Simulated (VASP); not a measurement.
# Zn4O (Fd-3m) in VASP: single point with PBE

Aim: the single point of Zn4O with PBE.

Everything below comes from runs of VASP 6.6.1. Logs are shortened: lines on timing, memory, paths and dates and some standing lists are left out, and cuts for length are marked.

## 1. The cell of the first run

Symmetry: Fd-3m, No. 227, cubic system. The conventional cell has a = 8.412 Å, b = 8.412 Å, c = 8.412 Å, α = 90.00°, β = 90.00°, γ = 90.00°. Within 2.7 Å of Zn (site symmetry 3m) lie 1 O at 2.01 Å and 3 Zn at 2.67 Å. Within 2.7 Å of O (site symmetry -43m) lie 4 Zn at 2.01 Å.

## 2. Single point, PBE, collinear spin, ferromagnetic start

The input, INCAR:

```
SYSTEM = Zn4O
PREC = Accurate
ENCUT = 520
EDIFF = 1E-6
ISMEAR = 0
SIGMA = 0.1
LREAL = .False.
LASPH = .True.
NELM = 150
ALGO = Normal
ISIF = 2
LWAVE = .False.
LCHARG = .False.
ISPIN = 2
MAGMOM = 0 0 0 0 0 0 0 0 1 1
LORBIT = 11
GGA = PE
NBANDS = 69
```

The input, KPOINTS:

```
regular mesh
0
Gamma
  4 4 4
  0 0 0
```

The input, POSCAR:

```
Zn4O
1.0
    0.0000000000      4.2060556466      4.2060556466
    4.2060556466      0.0000000000      4.2060556466
    4.2060556466      4.2060556466      0.0000000000
Zn O
8 2
Direct
    0.8877347375      0.8877347375      0.8877347375
    0.8877347375      0.8877347375      0.3367957875
    0.8877347375      0.3367957875      0.8877347375
    0.3367957875      0.8877347375      0.8877347375
    0.3622652625      0.3622652625      0.9132042125
    0.3622652625      0.3622652625      0.3622652625
    0.3622652625      0.9132042125      0.3622652625
    0.9132042125      0.3622652625      0.3622652625
    0.5000000000      0.5000000000      0.5000000000
    0.7500000000      0.7500000000      0.7500000000
```

Potentials or basis: VASP PAW PBE potentials, release 64 (Zn, O).

Launch:

```
$ cat potpaw_PBE.64/Zn/POTCAR potpaw_PBE.64/O/POTCAR > POTCAR
$ mpirun -np 1 vasp_std > vasp.out
```

OUTCAR:

```text
SYSTEM = Zn4O
   PREC = Accurate
   ENCUT = 520
   EDIFF = 1E-6
   ISMEAR = 0
   LREAL = .False.
   LASPH = .True.
   NELM = 150
   ISIF = 2
   ISPIN = 2
   LORBIT = 11
   GGA = PE

 ion  position               nearest neighbor table
   1  0.888  0.888  0.888-  10 2.01   3 2.67   4 2.67   2 2.67   7 2.98   8 2.98   5 2.98   8 2.98
                             5 2.98   7 2.98
   2  0.888  0.888  0.337-  10 2.01   3 2.67   4 2.67   1 2.67   8 2.98   7 2.98   6 2.98   6 2.98
                             8 2.98   7 2.98
   3  0.888  0.337  0.888-  10 2.01   2 2.67   4 2.67   1 2.67   8 2.98   5 2.98   6 2.98   6 2.98
                             8 2.98   5 2.98
   4  0.337  0.888  0.888-  10 2.01   2 2.67   3 2.67   1 2.67   7 2.98   5 2.98   6 2.98   6 2.98
                             7 2.98   5 2.98
   5  0.362  0.362  0.913-   9 2.01   7 2.67   8 2.67   6 2.67   3 2.98   4 2.98   1 2.98   1 2.98
                             3 2.98   4 2.98
   6  0.362  0.362  0.362-   9 2.01   7 2.67   8 2.67   5 2.67   3 2.98   4 2.98   2 2.98   3 2.98
                             2 2.98   4 2.98
   7  0.362  0.913  0.362-   9 2.01   6 2.67   8 2.67   5 2.67   2 2.98   4 2.98   1 2.98   1 2.98
                             2 2.98   4 2.98
   8  0.913  0.362  0.362-   9 2.01   6 2.67   7 2.67   5 2.67   2 2.98   3 2.98   1 2.98   1 2.98
                             2 2.98   3 2.98
   9  0.500  0.500  0.500-   6 2.01   5 2.01   7 2.01   8 2.01
  10  0.750  0.750  0.750-   1 2.01   2 2.01   3 2.01   4 2.01

  LATTYP: Found a face centered cubic cell.
 ALAT       =     8.4121112932

  Lattice vectors:

 A1 = (   0.0000000000,   4.2060556466,   4.2060556466)
 A2 = (   4.2060556466,   0.0000000000,   4.2060556466)
 A3 = (   4.2060556466,   4.2060556466,   0.0000000000)

Analysis of symmetry for initial positions (statically):
=====================================================================
 Subroutine PRICEL returns:
 Original cell was already a primitive cell.

 Routine SETGRP: Setting up the symmetry group for a
 face centered cubic supercell.

 Subroutine GETGRP returns: Found 48 space group operations
 (whereof 24 operations were pure point group operations)
 out of a pool of 48 trial point group operations.

The static configuration has the point symmetry T_d .
 The point group associated with its full space group is O_h .

Analysis of symmetry for dynamics (positions and initial velocities):
=====================================================================
 Subroutine PRICEL returns:
 Original cell was already a primitive cell.

 Routine SETGRP: Setting up the symmetry group for a
 face centered cubic supercell.

 Subroutine GETGRP returns: Found 48 space group operations
 (whereof 24 operations were pure point group operations)
 out of a pool of 48 trial point group operations.

The dynamic configuration has the point symmetry T_d .
 The point group associated with its full space group is O_h .

Analysis of structural, dynamic, and magnetic symmetry:
=====================================================================
 Subroutine PRICEL returns:
 Original cell was already a primitive cell.

 Routine SETGRP: Setting up the symmetry group for a
 face centered cubic supercell.

 Subroutine GETGRP returns: Found 48 space group operations
 (whereof 24 operations were pure point group operations)
 out of a pool of 48 trial point group operations.

The overall configuration has the point symmetry T_d .
 The point group associated with its full space group is O_h .

 Subroutine INISYM returns: Found 48 space group operations
 (whereof 24 operations are pure point group operations),
 and found     1 'primitive' translations

----------------------------------------------------------------------------------------

                                     Primitive cell

  volume of cell :     148.8179

  direct lattice vectors                    reciprocal lattice vectors
     0.000000000  4.206055647  4.206055647    -0.118876221  0.118876221  0.118876221
     4.206055647  0.000000000  4.206055647     0.118876221 -0.118876221  0.118876221
     4.206055647  4.206055647  0.000000000     0.118876221  0.118876221 -0.118876221

  length of vectors
     5.948260940  5.948260940  5.948260940     0.205899654  0.205899654  0.205899654

  position of ions in fractional coordinates (direct lattice)
     0.887734737  0.887734737  0.887734737
     0.887734737  0.887734737  0.336795788
     0.887734737  0.336795788  0.887734737
     0.336795788  0.887734737  0.887734737
     0.362265263  0.362265263  0.913204212
     0.362265263  0.362265263  0.362265263
     0.362265263  0.913204212  0.362265263
     0.913204212  0.362265263  0.362265263
     0.500000000  0.500000000  0.500000000
     0.750000000  0.750000000  0.750000000

  ion indices of the primitive-cell ions
[... 26 lines left out ...]

  Length of vectors
     0.051474914  0.051474914  0.051474914

  Shift w.r.t. Gamma in fractional coordinates (k-lattice)
     0.000000000  0.000000000  0.000000000

 Subroutine IBZKPT returns following result:
 ===========================================

 Found      8 irreducible k-points:

 Following reciprocal coordinates:
            Coordinates               Weight
  0.000000  0.000000  0.000000      1.000000
  0.250000  0.000000  0.000000      8.000000
  0.500000  0.000000  0.000000      4.000000
  0.250000  0.250000  0.000000      6.000000
  0.500000  0.250000  0.000000     24.000000
 -0.250000  0.250000  0.000000     12.000000
  0.500000  0.500000  0.000000      3.000000
 -0.250000  0.500000  0.250000      6.000000
   k-points           NKPTS =      8   k-points in BZ     NKDIM =      8   number of bands    NBANDS=     69
   number of dos      NEDOS =    301   number of ions     NIONS =     10
   total plane-waves  NPLWV = 110592
   dimension x,y,z NGX =    48 NGY =   48 NGZ =   48
   dimension x,y,z NGXF=    96 NGYF=   96 NGZF=   96
   ions per type =               8   2
   NGX,Y,Z   is equivalent  to a cutoff of  13.42, 13.42, 13.42 a.u.
   NGXF,Y,Z  is equivalent  to a cutoff of  26.83, 26.83, 26.83 a.u.
 SYSTEM =  Zn4O
   PREC   = accura    normal or accurate (medium, high low for compatibility)
   ISTART =      0    job   : 0-new  1-cont  2-samecut
   ICHARG =      2    charge: 1-file 2-atom 10-const
   ISPIN  =      2    spin polarized calculation?
   LNONCOLLINEAR =      F non collinear calculations
   LSORBIT =      F    spin-orbit coupling
   LASPH  =      T    aspherical Exc in radial PAW
   ENCUT  =  520.0 eV  38.22 Ry    6.18 a.u.  11.06 11.06 11.06*2*pi/ulx,y,z
   NELM   =    150;   NELMIN=  2; NELMDL= -5     # of ELM steps
   EDIFF  = 0.1E-05   stopping-criterion for ELM
   LREAL  =      F    real-space projection
   EDIFFG = 0.1E-04   stopping-criterion for IOM
   NSW    =      0    number of steps for IOM
   IBRION =     -1    ionic relax: 0-MD 1-quasi-New 2-CG
   NFREE  =      0    steps in history (QN), initial steepest desc. (CG)
   ISIF   =      2    stress and relaxation
   ISYM   =      2    0-nonsym 1-usesym 2-fastsym
   POTIM  = 0.5000    time-step for ionic-motion
   TEBEG  =    0.0;   TEEND  =   0.0 temperature during run
   PSTRESS=    0.0 pullay stress
   NELECT =     108.0000    total number of electrons
   NUPDOWN=      -1.0000    fix difference up-down
   EMIN   =  10.00;   EMAX   =-10.00  energy-range for DOS
   EFERMI =   0.00;   METHOD = LEGACY
   ISMEAR =     0;   SIGMA  =   0.10  broadening in eV -4-tet -1-fermi 0-gaus
   EFERMI_NEDOS =   21; number of points for ismear=-14 and -15
   IALGO  =     38    algorithm
   IMIX   =      4    mixing-type and parameters
     AMIX     =   0.40;   BMIX     =  1.00
     AMIX_MAG =   1.60;   BMIX_MAG =  1.00
  volume/ion in A,a.u.               =      14.88       100.43
  Fermi-wavevector in a.u.,A,eV,Ry     =   1.471175  2.780118 29.447859  2.164357
  Thomas-Fermi vector in A             =   2.586343
   LORBIT       =     11    0 simple, 1 ext, 2 COOP (PROOUT), +10 PAW based schemes
   GGA     = PE    functional components
   LHFCALC =     F    Hartree Fock is set to
   AEXX    =    0.0000 exact exchange contribution
   IVDW    =     0    specifies the selected vdW correction
   LEPSILON=     F    determine dielectric tensor
   LRPA    =     F    only Hartree local field effects (RPA)
 spin polarized calculation
 Gauss-broadening in eV      SIGMA  =   0.10
  energy-cutoff  :      520.00
  volume of cell :      148.82
 maximum number of plane-waves:      4016
 NGX is ok and might be reduce to    48
   NGX = 23   NGY = 23   NGZ = 23

 number of electron     108.0000034 magnetization      -0.0116281

 number of electron     108.0000034 magnetization       0.0000956

 Free energy of the ion-electron system (eV)
  ---------------------------------------------------
  ext. energy  EPLUGINS =         0.00000000
  ---------------------------------------------------
  free energy    TOTEN  =       -21.31343381 eV

  energy without entropy =      -21.28499752  energy(sigma->0) =      -21.29921566

 E-fermi :   2.9250     XC(G=0): -11.0324

 val. band max:        2.7495434011   @ k =   0.2500   0.0000   0.0000
 cond. band min:       2.9533606920   @ k =   0.5000   0.2500   0.0000
 fundamental gap:      0.2038172909
 Fermi energy:         2.9250384285

 spin component 1

 k-point     1 :       0.0000    0.0000    0.0000
  band No.  band energies     occupation
      1     -16.6656      1.00000
      2     -16.4703      1.00000
      3      -5.8586      1.00000
      4      -5.5321      1.00000
      5      -5.5321      1.00000
      6      -5.5321      1.00000
[... 541 lines left out ...]
     65       9.2949      0.00000
     66       9.2949      0.00000
 Fermi energy:         2.9250384285

 spin component 2

 k-point     1 :       0.0000    0.0000    0.0000
  band No.  band energies     occupation
      1     -16.6658      1.00000
      2     -16.4704      1.00000
      3      -5.8586      1.00000
      4      -5.5321      1.00000
      5      -5.5321      1.00000
      6      -5.5321      1.00000
[... 541 lines left out ...]
     65       9.2950      0.00000
     66       9.2950      0.00000
 [bands above 66 left out]

------------------------ aborting loop because EDIFF is reached ----------------------------------------

  FORCE on cell =-STRESS in cart. coord.  units (eV):
  Direction    XX          YY          ZZ          XY          YZ          ZX
  --------------------------------------------------------------------------------------
  -------------------------------------------------------------------------------------
  Total        0.4896417      0.4896417      0.4896417      0.0000000      0.0000000      0.0000000
  in kB        5.2714966      5.2714966      5.2714966      0.0000000      0.0000000      0.0000000
  external PRESSURE =       5.2714966 kB  Pullay stress =       0.0000000 kB

 VOLUME and BASIS-vectors are now :
 -----------------------------------------------------------------------------
  energy-cutoff  :      520.00
  volume of cell :      148.82
      direct lattice vectors                 reciprocal lattice vectors
     0.000000000  4.206055647  4.206055647    -0.118876221  0.118876221  0.118876221
     4.206055647  0.000000000  4.206055647     0.118876221 -0.118876221  0.118876221
     4.206055647  4.206055647  0.000000000     0.118876221  0.118876221 -0.118876221

 POSITION                                       TOTAL-FORCE (eV/Angst)
 -----------------------------------------------------------------------------------
      7.46772      7.46772      7.46772         0.042476      0.042476      0.042476
      5.15044      5.15044      7.46772        -0.042476     -0.042476      0.042476
      5.15044      7.46772      5.15044        -0.042476      0.042476     -0.042476
      7.46772      5.15044      5.15044         0.042476     -0.042476     -0.042476
      5.36470      5.36470      3.04742         0.042476      0.042476     -0.042476
      3.04742      3.04742      3.04742        -0.042476     -0.042476     -0.042476
      5.36470      3.04742      5.36470         0.042476     -0.042476      0.042476
      3.04742      5.36470      5.36470        -0.042476      0.042476      0.042476
      4.20606      4.20606      4.20606        -0.000000     -0.000000     -0.000000
      6.30908      6.30908      6.30908         0.000000      0.000000      0.000000
 -----------------------------------------------------------------------------------
    total drift:                               -0.000000     -0.000000     -0.000000

  FREE ENERGIE OF THE ION-ELECTRON SYSTEM (eV)
  ---------------------------------------------------
  free  energy   TOTEN  =       -21.3134338123 eV

  energy  without entropy=      -21.2849975151  energy(sigma->0) =      -21.29921566

 total charge

# of ion       s       p       d       tot
------------------------------------------
    1        0.578   0.385   9.756  10.719
    2        0.578   0.385   9.756  10.719
    3        0.578   0.385   9.756  10.719
    4        0.578   0.385   9.756  10.719
    5        0.578   0.385   9.756  10.719
    6        0.578   0.385   9.756  10.719
    7        0.578   0.385   9.756  10.719
    8        0.578   0.385   9.756  10.719
    9        1.588   3.382   0.000   4.970
   10        1.588   3.382   0.000   4.970
--------------------------------------------------
tot          7.800   9.844  78.046  95.690

 magnetization (x)

# of ion       s       p       d       tot
------------------------------------------
    1        0.000   0.000   0.000   0.000
    2        0.000   0.000   0.000   0.000
    3        0.000   0.000   0.000   0.000
    4        0.000   0.000   0.000   0.000
    5        0.000   0.000   0.000   0.000
    6        0.000   0.000   0.000   0.000
    7        0.000   0.000   0.000   0.000
    8        0.000   0.000   0.000   0.000
    9       -0.000   0.000   0.000   0.000
   10       -0.000   0.000   0.000   0.000
--------------------------------------------------
tot          0.000   0.000   0.000   0.000
```

Run time: 3.4 min. Hardware: 1 thread of AMD EPYC 7R13 (Zen 3), shared host; peak memory 0.42 GiB.

What came out:

* Free energy: -21.3134 eV
* Pressure: 0.5 GPa
* Largest force: 0.074 eV/Å
* Band gap on the k mesh: zero (filled and empty bands overlap)
* Net moment: 0.00 μB per cell
* Valence electrons inside the program's atomic spheres: Zn 10.72; O 4.97

Forces on the atoms (eV/Å):
```
Zn   0.042  0.042  0.042
Zn  -0.042 -0.042  0.042
Zn  -0.042  0.042 -0.042
Zn   0.042 -0.042 -0.042
Zn   0.042  0.042 -0.042
Zn  -0.042 -0.042 -0.042
Zn   0.042 -0.042  0.042
Zn  -0.042  0.042  0.042
O    0.000  0.000  0.000
O    0.000  0.000  0.000
```
